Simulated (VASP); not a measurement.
# BiS (P6_3/mmc) in VASP: settings compared, part 2 of 2

VASP 6.6.1. Earlier steps stand in the parts before.

## (3) Single point, r2SCAN

Input file POSCAR:

```
BiS
1.0
    4.2531522690      0.0000000000      0.0000000000
   -2.1265761345      3.6833379111      0.0000000000
    0.0000000000      0.0000000000      6.9376951447
Bi S
2 2
Direct
    0.0000000000      0.0000000000      0.0000000000
    0.0000000000      0.0000000000      0.5000000000
    0.3333333333      0.6666666667      0.2500000000
    0.6666666667      0.3333333333      0.7500000000
```

Input file INCAR.step1:

```
ALGO     = Normal         # electronic algorithm
EDIFF    = 1E-4           # SCF threshold, eV
ENCUT    = 520            # plane-wave cutoff, eV
GGA      = PE             # functional
ISMEAR   = 0              # smearing method
LASPH    = T              # aspherical terms in the spheres
LCHARG   = F              # write CHGCAR
LREAL    = F              # projectors in reciprocal space
LWAVE    = T              # write WAVECAR
NBANDS   = 29             # bands
NELM     = 80             # most SCF steps
PREC     = Accurate       # precision mode
SIGMA    = 0.05           # smearing width, eV
```

Input file INCAR.step2:

```
ALGO     = Normal         # electronic algorithm
EDIFF    = 1E-6           # SCF threshold, eV
ENCUT    = 520            # plane-wave cutoff, eV
ISIF     = 2              # what is computed and relaxed
ISMEAR   = 0              # smearing method
ISTART   = 1            
LASPH    = T              # aspherical terms in the spheres
LCHARG   = T              # write CHGCAR
LELF     = T              # ELF
LMIXTAU  = T            
LREAL    = F              # projectors in reciprocal space
LVHAR    = T            
LWAVE    = F              # write WAVECAR
METAGGA  = R2SCAN         # meta-GGA
NBANDS   = 29             # bands
NELM     = 80             # most SCF steps
PREC     = Accurate       # precision mode
SIGMA    = 0.05           # smearing width, eV
```

Input file KPOINTS:

```
k-points
0
Gamma
  10 10 6
```

Potentials or basis: VASP PAW PBE potentials, release 64 (Bi_d, S).

Started as:

```bash
cat potpaw_PBE.64/Bi_d/POTCAR potpaw_PBE.64/S/POTCAR > POTCAR
cp INCAR.step1 INCAR
mpirun -np 1 vasp_std > vasp.out
cp INCAR.step2 INCAR
mpirun -np 1 vasp_std > vasp.out
```

OUTCAR:

```text
EDIFF = 1E-6
   ENCUT = 520
   ISIF = 2
   ISMEAR = 0
   ISTART = 1
   LASPH = T
   LREAL = F
   METAGGA = R2SCAN
   NELM = 80
   PREC = Accurate

 ion  position               nearest neighbor table
   1  0.000  0.000  0.000-   3 3.01   4 3.01   3 3.01   4 3.01   4 3.01   3 3.01   2 3.47   2 3.47

   2  0.000  0.000  0.500-   3 3.01   4 3.01   3 3.01   4 3.01   4 3.01   3 3.01   1 3.47   1 3.47

   3  0.333  0.667  0.250-   1 3.01   2 3.01   1 3.01   2 3.01   1 3.01   2 3.01
   4  0.667  0.333  0.750-   1 3.01   2 3.01   1 3.01   2 3.01   1 3.01   2 3.01

  LATTYP: Found a hexagonal cell.
 ALAT       =     4.2531522690
 C/A-ratio  =     1.6311889878

  Lattice vectors:

 A1 = (   4.2531522690,   0.0000000000,   0.0000000000)
 A2 = (  -2.1265761345,   3.6833379111,   0.0000000000)
 A3 = (   0.0000000000,   0.0000000000,   6.9376951447)

Analysis of symmetry for initial positions (statically):
=====================================================================
 Subroutine PRICEL returns:
 Original cell was already a primitive cell.

 Routine SETGRP: Setting up the symmetry group for a
 hexagonal supercell.

 Subroutine GETGRP returns: Found 24 space group operations
 (whereof 12 operations were pure point group operations)
 out of a pool of 24 trial point group operations.

The static configuration has the point symmetry D_3d.
 The point group associated with its full space group is D_6h.

Analysis of symmetry for dynamics (positions and initial velocities):
=====================================================================
 Subroutine PRICEL returns:
 Original cell was already a primitive cell.

 Routine SETGRP: Setting up the symmetry group for a
 hexagonal supercell.

 Subroutine GETGRP returns: Found 24 space group operations
 (whereof 12 operations were pure point group operations)
[... 123 lines left out ...]
   EFERMI_NEDOS =   21; number of points for ismear=-14 and -15
   IALGO  =     38    algorithm
   IMIX   =      4    mixing-type and parameters
     AMIX     =   0.40;   BMIX     =  1.00
     AMIX_MAG =   1.60;   BMIX_MAG =  1.00
  volume/ion in A,a.u.               =      27.17       183.36
  Fermi-wavevector in a.u.,A,eV,Ry     =   1.192437  2.253379 19.346198  1.421905
  Thomas-Fermi vector in A             =   2.328475
   LORBIT       =      0    0 simple, 1 ext, 2 COOP (PROOUT), +10 PAW based schemes
   METAGGA = R2SCAN    functional components
   LHFCALC =     F    Hartree Fock is set to
   AEXX    =    0.0000 exact exchange contribution
   IVDW    =     0    specifies the selected vdW correction
   LEPSILON=     F    determine dielectric tensor
   LRPA    =     F    only Hartree local field effects (RPA)
 non-spin polarized calculation
 Gauss-broadening in eV      SIGMA  =   0.05
  energy-cutoff  :      520.00
  volume of cell :      108.68
 maximum number of plane-waves:      2950
 NGX is ok and might be reduce to    32
   NGX = 15   NGY = 15   NGZ = 25

 number of electron      41.9999987 magnetization

 Free energy of the ion-electron system (eV)
  ---------------------------------------------------
  ext. energy  EPLUGINS =         0.00000000
  ---------------------------------------------------
  free energy    TOTEN  =      -133.01408023 eV

  energy without entropy =     -133.01088024  energy(sigma->0) =     -133.01248023

 E-fermi :   6.7402     XC(G=0): -10.2926

 val. band max:        6.7235883866   @ k =   0.2000   0.1000   0.5000
 cond. band min:       6.7412732699   @ k =   0.4000   0.1000   0.0000
 fundamental gap:      0.0176848833
 Fermi energy:         6.7401579122

 k-point     1 :       0.0000    0.0000    0.0000
  band No.  band energies     occupation
      1     -17.9618      2.00000
      2     -17.8897      2.00000
      3     -17.8897      2.00000
      4     -17.8833      2.00000
      5     -17.8833      2.00000
      6     -17.8786      2.00000
[... 757 lines left out ...]
     28      13.4257      0.00000
     29      14.7178      0.00000

 [... further k-points ...]

------------------------ aborting loop because EDIFF is reached ----------------------------------------

  FORCE on cell =-STRESS in cart. coord.  units (eV):
  Direction    XX          YY          ZZ          XY          YZ          ZX
  --------------------------------------------------------------------------------------
  -------------------------------------------------------------------------------------
  Total       -0.6394272     -0.6394272     -0.7271500      0.0000000      0.0000000      0.0000000
  in kB       -9.4261424     -9.4261424    -10.7193118      0.0000000      0.0000000      0.0000000
  external PRESSURE =      -9.8571988 kB  Pullay stress =       0.0000000 kB

 VOLUME and BASIS-vectors are now :
 -----------------------------------------------------------------------------
  energy-cutoff  :      520.00
  volume of cell :      108.68
      direct lattice vectors                 reciprocal lattice vectors
     4.253152269  0.000000000  0.000000000     0.235119727  0.135746438  0.000000000
    -2.126576135  3.683337911  0.000000000     0.000000000  0.271492875  0.000000000
     0.000000000  0.000000000  6.937695145     0.000000000  0.000000000  0.144140090

 POSITION                                       TOTAL-FORCE (eV/Angst)
 -----------------------------------------------------------------------------------
      0.00000      0.00000      0.00000         0.000000      0.000000      0.000000
      0.00000      0.00000      3.46885         0.000000      0.000000      0.000000
     -0.00000      2.45556      1.73442        -0.000000      0.000000      0.000000
      2.12658      1.22778      5.20327         0.000000     -0.000000     -0.000000
 -----------------------------------------------------------------------------------
    total drift:                                0.000000     -0.000000      0.000000

  FREE ENERGIE OF THE ION-ELECTRON SYSTEM (eV)
  ---------------------------------------------------
  free  energy   TOTEN  =      -133.0140802251 eV

  energy  without entropy=     -133.0108802411  energy(sigma->0) =     -133.01248023
```

OUTCAR.step1:

```text
EDIFF = 1E-4
   ENCUT = 520
   GGA = PE
   ISMEAR = 0
[... 1002 lines left out ...]
      0.00000      0.00000      0.00000        -0.000000      0.000000     -0.000000
      0.00000      0.00000      3.46885        -0.000000      0.000000     -0.000000
     -0.00000      2.45556      1.73442        -0.000000      0.000000      0.000000
      2.12658      1.22778      5.20327         0.000000     -0.000000      0.000000
 -----------------------------------------------------------------------------------
    total drift:                                0.000000     -0.000000      0.000000

  FREE ENERGIE OF THE ION-ELECTRON SYSTEM (eV)
  ---------------------------------------------------
  free  energy   TOTEN  =       -16.1614148617 eV

  energy  without entropy=      -16.1586684571  energy(sigma->0) =      -16.16004166
```

Run time: 3.7 min. Hardware: 1 thread of Intel Xeon 6975P-C (Granite Rapids), shared host; peak memory 0.33 GiB.

What came out:

- Free energy: -133.0141 eV
- Pressure: -1.0 GPa
- Band gap on the k mesh: zero (bands 21 and 22 overlap by 2.02 eV)

Stress tensor (GPa, compression positive):
```
-0.94  0.00  0.00
 0.00 -0.94  0.00
 0.00  0.00 -1.07
```

Caveat: the PAW data sets were made with another functional, which shifts forces and pressure a little; spin-orbit coupling is left out, which moves the levels of the heavy elements.
